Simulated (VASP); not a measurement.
A run of VASP 6.6.1 is set up as follows.

Contents of INCAR:

```
ALGO = Normal
EDIFF = 1E-7
ENCUT = 520
GGA = CA
ISIF = 2
ISMEAR = -1
LASPH = T
LCHARG = F
LREAL = F
LWAVE = F
NBANDS = 14
NELM = 60
PREC = Accurate
SIGMA = 0.05
```

KPOINTS

```
k-points
0
Gamma
  8 8 8
```

Contents of POSCAR:

```
NaF
1.0
    0.0000000000      2.3655017480      2.3655017480
    2.3655017480      0.0000000000      2.3655017480
    2.3655017480      2.3655017480      0.0000000000
Na F
1 1
Direct
    0.0000000000      0.0000000000      0.0000000000
    0.5000000000      0.5000000000      0.5000000000
```

Potentials or basis: VASP PAW LDA potentials, release 64 (Na_pv, F).

Command:

```sh
$ cat potpaw_LDA.64/Na_pv/POTCAR potpaw_LDA.64/F/POTCAR > POTCAR
$ mpirun -np 1 vasp_std > vasp.out
```

(1) What does it give for the pressure?

(2) Estimate the band gap on the k mesh.

Results:

(1) -6.5 GPa.

(2) 5.64 eV, direct.
